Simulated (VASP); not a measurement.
# Zr8HS16 (a cell with a defect) in VASP: single point with PBE

Aim: the single point of Zr8HS16 (a cell with a defect) with PBE.

Everything below comes from runs of VASP 6.6.1. Logs are shortened: lines on timing, memory, paths and dates and some standing lists are left out, and cuts for length are marked.

### Step 1. The cell of the first run

The cell holds a defect, 25 atoms: a = 9.296 Å, b = 9.296 Å, c = 9.750 Å, α = 116.71°, β = 116.71°, γ = 93.27°.

### Step 2. Single point, PBE

INCAR reads:

```
SYSTEM = Zr8HS16
  ALGO = Normal
  EDIFF = 1E-6
  ENCUT = 400
  GGA = PE
  GGA_COMPAT = .FALSE.
  ISIF = 2
  ISMEAR = 0
  LASPH = .TRUE.
  LCHARG = .FALSE.
  LREAL = .FALSE.
  LWAVE = .FALSE.
  NBANDS = 114
  NELECT = 194.0
  NELM = 120
  PREC = Accurate
  SIGMA = 0.02
```

KPOINTS reads:

```
Automatic mesh
0
Gamma
  2 2 2
  0.5 0.5 0.5
```

POSCAR reads:

```
Zr8HS16
1.0
    5.5278124674     -3.1914840161      6.7579086874
    5.5278124674     -3.1914840161     -6.7579086874
   -1.8426041558      9.5744520483      0.0000000000
Zr S H
8 16 1
Direct
   -0.0001371090     -0.0035755988     -0.0086248328
    0.5005809456      0.5051983504      0.0044542024
    0.3713320899      0.3796746116      0.2512700332
    0.2682714564      0.2489250867      0.5111594351
    0.1177814817      0.1324953532      0.7490455310
    0.8704107865      0.8680485172      0.2491815791
    0.7498799652      0.7511694174      0.5008549928
    0.6277945119      0.6253530762      0.7519194269
    0.5996712414      0.8226310460      0.2516700699
    0.1045895378      0.3071529436      0.2538669091
    0.9830733963      0.1887905422      0.4948453452
    0.8466973819      0.0705463206      0.7529225254
    0.7302694709      0.9382216741      0.0008993538
    0.4763617482      0.6965129916      0.5046268925
    0.3477847633      0.5601739899      0.7430465798
    0.2234478514      0.4557769746      0.0069995834
    0.1493799411      0.9070257213      0.2337590470
    0.6466776626      0.4357007072      0.2504100762
    0.5292233863      0.3092588872      0.4980004860
    0.3999805114      0.1844864780      0.7587044165
    0.2741172697      0.0660135404     -0.0007210810
    0.0258731948      0.8149423057      0.5061078384
    0.8996684482      0.6796154600      0.7458982837
    0.7728446571      0.5555777381     -0.0004054706
    0.1984860578      0.7632212705      0.1778644415
```

Potentials or basis: VASP PAW PBE potentials, release 64 (Zr_sv, S, H).

Run with:

```
$ cat potpaw_PBE.64/Zr_sv/POTCAR potpaw_PBE.64/S/POTCAR potpaw_PBE.64/H/POTCAR > POTCAR
$ mpirun -np 1 vasp_std > vasp.out
```

OUTCAR:

```text
SYSTEM = Zr8HS16
   EDIFF = 1E-6
   ENCUT = 400
   GGA = PE
   ISIF = 2
   ISMEAR = 0
   LASPH = .TRUE.
   LREAL = .FALSE.
   NELECT = 194.0
   NELM = 120
   PREC = Accurate

 ion  position               nearest neighbor table
   1  1.000  0.996  0.991-  12 2.55  21 2.55  23 2.57  10 2.58  13 2.58  17 2.67   7 3.62   5 3.64
                             8 3.67   3 3.69   6 3.80   4 3.83
   2  0.501  0.505  0.004-  18 2.56  24 2.57   9 2.58  20 2.60  15 2.60  16 2.60   6 3.60   4 3.64
                             7 3.66   3 3.68   8 3.69   5 3.71
   3  0.371  0.380  0.251-  10 2.55  21 2.57  14 2.59  18 2.59  19 2.59  16 2.60   2 3.68   7 3.69
                             8 3.69   4 3.69   1 3.69   5 3.70
   4  0.268  0.249  0.511-  15 2.53  19 2.53  20 2.53  11 2.60  10 2.60  17 2.80   8 3.63   2 3.64
                             5 3.68   3 3.69   6 3.82   1 3.83
   5  0.118  0.132  0.749-  11 2.54  12 2.57  22 2.58  20 2.59  21 2.59  16 2.64   1 3.64   4 3.68
                             7 3.69   6 3.69   3 3.70   2 3.71
   6  0.870  0.868  0.249-   9 2.54  24 2.56  22 2.56  13 2.58  11 2.59  17 2.68   2 3.60   7 3.63
                             8 3.67   5 3.69   1 3.80   4 3.82
   7  0.750  0.751  0.501-  22 2.57  18 2.57  23 2.58  14 2.58   9 2.61  12 2.61   1 3.62   6 3.63
                             2 3.66   8 3.68   5 3.69   3 3.69
   8  0.628  0.625  0.752-  13 2.55  24 2.58  23 2.58  19 2.59  15 2.59  14 2.59   4 3.63   6 3.67
                             1 3.67   7 3.68   3 3.69   2 3.69
   9  0.600  0.823  0.252-   6 2.54   2 2.58   7 2.61
  10  0.105  0.307  0.254-   3 2.55   1 2.58   4 2.60
  11  0.983  0.189  0.495-   5 2.54   6 2.59   4 2.60
  12  0.847  0.071  0.753-   1 2.55   5 2.57   7 2.61
  13  0.730  0.938  0.001-   8 2.55   6 2.58   1 2.58
  14  0.476  0.697  0.505-   7 2.58   3 2.59   8 2.59
  15  0.348  0.560  0.743-   4 2.53   8 2.59   2 2.60
  16  0.223  0.456  0.007-   3 2.60   2 2.60   5 2.64
  17  0.149  0.907  0.234-  25 1.39   1 2.67   6 2.68   4 2.80
  18  0.647  0.436  0.250-   2 2.56   7 2.57   3 2.59
  19  0.529  0.309  0.498-   4 2.53   8 2.59   3 2.59
  20  0.400  0.184  0.759-   4 2.53   5 2.59   2 2.60
  21  0.274  0.066  0.999-   1 2.55   3 2.57   5 2.59
  22  0.026  0.815  0.506-   6 2.56   7 2.57   5 2.58
  23  0.900  0.680  0.746-   1 2.57   7 2.58   8 2.58
  24  0.773  0.556  1.000-   6 2.56   2 2.57   8 2.58
  25  0.198  0.763  0.178-  17 1.39

  LATTYP: Found a face centered orthorhombic cell.
 ALAT       =    12.7659360643
 B/A-ratio  =     1.0587408010
 C/A-ratio  =     1.1547005384

  Lattice vectors:

 A1 = (   3.6852083116,   6.3829680322,  -6.7579086874)
 A2 = (   9.2130207790,   3.1914840161,   0.0000000000)
 A3 = (   5.5278124674,  -3.1914840161,  -6.7579086874)

Analysis of symmetry for initial positions (statically):
=====================================================================
 Subroutine PRICEL returns:
 Original cell was already a primitive cell.

 Routine SETGRP: Setting up the symmetry group for a
 face centered orthorhombic supercell.

 Subroutine GETGRP returns: Found  1 space group operations
 (whereof  1 operations were pure point group operations)
 out of a pool of  8 trial point group operations.

The static configuration has the point symmetry C_1 .

Analysis of symmetry for dynamics (positions and initial velocities):
=====================================================================
 Subroutine PRICEL returns:
 Original cell was already a primitive cell.

 Routine SETGRP: Setting up the symmetry group for a
 face centered orthorhombic supercell.

 Subroutine GETGRP returns: Found  1 space group operations
 (whereof  1 operations were pure point group operations)
 out of a pool of  8 trial point group operations.

The dynamic configuration has the point symmetry C_1 .

 Subroutine INISYM returns: Found  1 space group operations
 (whereof  1 operations are pure point group operations),
 and found     1 'primitive' translations

----------------------------------------------------------------------------------------

                                     Primitive cell

  volume of cell :     635.8534

  direct lattice vectors                    reciprocal lattice vectors
     5.527812467 -3.191484016  6.757908687     0.101758155  0.019583366  0.073987386
     5.527812467 -3.191484016 -6.757908687     0.101758155  0.019583366 -0.073987386
    -1.842604156  9.574452048  0.000000000     0.067838770  0.117500197  0.000000000

  length of vectors
     9.295784568  9.295784568  9.750144722     0.127327781  0.127327781  0.135677541

  position of ions in fractional coordinates (direct lattice)
     0.999862891  0.996424401  0.991375167
     0.500580946  0.505198350  0.004454202
     0.371332090  0.379674612  0.251270033
[... 60 lines left out ...]

  Cartesian coordinates                     Fractional coordinates (reciprocal lattice)
     0.050879078  0.009791683  0.036993693     0.500000000  0.000000000 -0.000000000
     0.050879078  0.009791683 -0.036993693     0.000000000  0.500000000 -0.000000000
     0.033919385  0.058750098  0.000000000    -0.000000000 -0.000000000  0.500000000

  Length of vectors
     0.063663890  0.063663890  0.067838770

  Shift w.r.t. Gamma in fractional coordinates (k-lattice)
     0.500000000  0.500000000  0.500000000

 Subroutine IBZKPT returns following result:
 ===========================================

 Found      4 irreducible k-points:

 Following reciprocal coordinates:
            Coordinates               Weight
  0.250000  0.250000  0.250000      2.000000
 -0.250000  0.250000  0.250000      2.000000
 -0.250000  0.250000 -0.250000      2.000000
 -0.250000 -0.250000  0.250000      2.000000
   k-points           NKPTS =      4   k-points in BZ     NKDIM =      4   number of bands    NBANDS=    114
   number of dos      NEDOS =    301   number of ions     NIONS =     25
   total plane-waves  NPLWV = 262144
   dimension x,y,z NGX =    64 NGY =   64 NGZ =   64
   dimension x,y,z NGXF=   128 NGYF=  128 NGZF=  128
   ions per type =               8  16   1
   NGX,Y,Z   is equivalent  to a cutoff of  11.45, 11.45, 10.91 a.u.
   NGXF,Y,Z  is equivalent  to a cutoff of  22.89, 22.89, 21.82 a.u.
 SYSTEM =  Zr8HS16
   PREC   = accura    normal or accurate (medium, high low for compatibility)
   ISTART =      0    job   : 0-new  1-cont  2-samecut
   ICHARG =      2    charge: 1-file 2-atom 10-const
   ISPIN  =      1    spin polarized calculation?
   LNONCOLLINEAR =      F non collinear calculations
   LSORBIT =      F    spin-orbit coupling
   LASPH  =      T    aspherical Exc in radial PAW
   ENCUT  =  400.0 eV  29.40 Ry    5.42 a.u.  15.16 15.16 15.90*2*pi/ulx,y,z
   NELM   =    120;   NELMIN=  2; NELMDL= -5     # of ELM steps
   EDIFF  = 0.1E-05   stopping-criterion for ELM
   LREAL  =      F    real-space projection
   EDIFFG = 0.1E-04   stopping-criterion for IOM
   NSW    =      0    number of steps for IOM
   IBRION =     -1    ionic relax: 0-MD 1-quasi-New 2-CG
   NFREE  =      0    steps in history (QN), initial steepest desc. (CG)
   ISIF   =      2    stress and relaxation
   ISYM   =      2    0-nonsym 1-usesym 2-fastsym
   POTIM  = 0.5000    time-step for ionic-motion
   TEBEG  =    0.0;   TEEND  =   0.0 temperature during run
   PSTRESS=    0.0 pullay stress
   NELECT =     194.0000    total number of electrons
   NUPDOWN=      -1.0000    fix difference up-down
   EMIN   =  10.00;   EMAX   =-10.00  energy-range for DOS
   EFERMI =   0.00;   METHOD = LEGACY
   ISMEAR =     0;   SIGMA  =   0.02  broadening in eV -4-tet -1-fermi 0-gaus
   EFERMI_NEDOS =   21; number of points for ismear=-14 and -15
   IALGO  =     38    algorithm
   IMIX   =      4    mixing-type and parameters
     AMIX     =   0.40;   BMIX     =  1.00
     AMIX_MAG =   1.60;   BMIX_MAG =  1.00
  volume/ion in A,a.u.               =      25.43       171.64
  Fermi-wavevector in a.u.,A,eV,Ry     =   1.102105  2.082677 16.526125  1.214636
  Thomas-Fermi vector in A             =   2.238543
   LORBIT       =      0    0 simple, 1 ext, 2 COOP (PROOUT), +10 PAW based schemes
   GGA     = PE    functional components
   LHFCALC =     F    Hartree Fock is set to
   AEXX    =    0.0000 exact exchange contribution
   IVDW    =     0    specifies the selected vdW correction
   LEPSILON=     F    determine dielectric tensor
   LRPA    =     F    only Hartree local field effects (RPA)
 non-spin polarized calculation
 Gauss-broadening in eV      SIGMA  =   0.02
  energy-cutoff  :      400.00
  volume of cell :      635.85
 maximum number of plane-waves:     11576
 NGX is ok and might be reduce to    64
   NGX = 31   NGY = 31   NGZ = 31

 number of electron     193.9999999 magnetization

 Free energy of the ion-electron system (eV)
  ---------------------------------------------------
  ext. energy  EPLUGINS =         0.00000000
  ---------------------------------------------------
  free energy    TOTEN  =      -169.78374410 eV

  energy without entropy =     -169.78374401  energy(sigma->0) =     -169.78374406

 E-fermi :   4.3900     XC(G=0):  -8.7344

 val. band max:        4.3234022883   @ k =  -0.2500   0.2500  -0.2500
 cond. band min:       4.4565087267   @ k =  -0.2500   0.2500  -0.2500
 fundamental gap:      0.1331064385
 Fermi energy:         4.3899587768

 k-point     1 :       0.2500    0.2500    0.2500
  band No.  band energies     occupation
      1     -45.6870      2.00000
      2     -45.6742      2.00000
      3     -45.6649      2.00000
      4     -45.6606      2.00000
      5     -45.6568      2.00000
      6     -45.6491      2.00000
[... 437 lines left out ...]
    108       5.7868      0.00000
    109       5.9275      0.00000
 [bands above 109 left out]

------------------------ aborting loop because EDIFF is reached ----------------------------------------

  FORCE on cell =-STRESS in cart. coord.  units (eV):
  Direction    XX          YY          ZZ          XY          YZ          ZX
  --------------------------------------------------------------------------------------
  -------------------------------------------------------------------------------------
  Total        5.0238238      5.2225592      7.5631496     -0.5261582      0.7479177      1.2340076
  in kB       12.6586665     13.1594256     19.0570753     -1.3257751      1.8845487      3.1093628
  external PRESSURE =      14.9583892 kB  Pullay stress =       0.0000000 kB

 VOLUME and BASIS-vectors are now :
 -----------------------------------------------------------------------------
  energy-cutoff  :      400.00
  volume of cell :      635.85
      direct lattice vectors                 reciprocal lattice vectors
     5.527812467 -3.191484016  6.757908687     0.101758155  0.019583366  0.073987386
     5.527812467 -3.191484016 -6.757908687     0.101758155  0.019583366 -0.073987386
    -1.842604156  9.574452048  0.000000000     0.067838770  0.117500197  0.000000000

 POSITION                                       TOTAL-FORCE (eV/Angst)
 -----------------------------------------------------------------------------------
      9.20839      3.12076      0.02324        -0.006957     -0.052683     -0.058761
      5.55155     -3.16728     -0.03120        -0.029699      0.002124      0.054984
      3.68843      0.00895     -0.05638        -0.015392     -0.007567      0.052773
      1.91710      3.24345      0.13074         0.035949      0.024859     -0.045938
      0.00329      6.37295     -0.09944         0.007196      0.004068      0.063998
      9.15073     -3.16249      0.01596        -0.039987      0.024417     -0.055607
[... 17 lines left out ...]
      5.50141      5.33093      1.46827         0.015533     -0.007881      0.013255
      4.98840     -1.36632     -3.81643         0.235632      0.140090     -0.324750
 -----------------------------------------------------------------------------------
    total drift:                               -0.000357     -0.000012     -0.000117

  FREE ENERGIE OF THE ION-ELECTRON SYSTEM (eV)
  ---------------------------------------------------
  free  energy   TOTEN  =      -169.7837441002 eV

  energy  without entropy=     -169.7837440125  energy(sigma->0) =     -169.78374406
```

Wall time 8.1 min (1 thread of Intel Xeon Platinum 8488C (Sapphire Rapids), shared host); peak memory 0.65 GiB.

Results:

```
Free energy   : -169.7837 eV
Largest force : 0.425 eV/Å
```

Forces in eV/Å, atoms in the order of the input:
```
Zr  -0.007 -0.053 -0.059
Zr  -0.030  0.002  0.055
Zr  -0.015 -0.008  0.053
Zr   0.036  0.025 -0.046
Zr   0.007  0.004  0.064
Zr  -0.040  0.024 -0.056
Zr  -0.014 -0.008  0.014
Zr   0.007 -0.002 -0.001
S   -0.035 -0.001 -0.017
S    0.012  0.006 -0.005
S   -0.001  0.001  0.001
S    0.002 -0.027 -0.010
S   -0.008 -0.004 -0.015
S   -0.026 -0.015  0.004
S    0.002  0.007 -0.008
S   -0.094 -0.066  0.140
S    0.019  0.012  0.000
S   -0.012 -0.007  0.045
S   -0.006  0.004  0.015
S    0.000 -0.009  0.059
S   -0.028 -0.003  0.045
S   -0.028 -0.022  0.021
S    0.006  0.006  0.012
S    0.016 -0.008  0.013
H    0.236  0.140 -0.325
```

Caveat: the cell carries a net charge on a neutralising background, which shifts energy and pressure; the cell is charged against a uniform background, so pressure and absolute levels hang on convention.
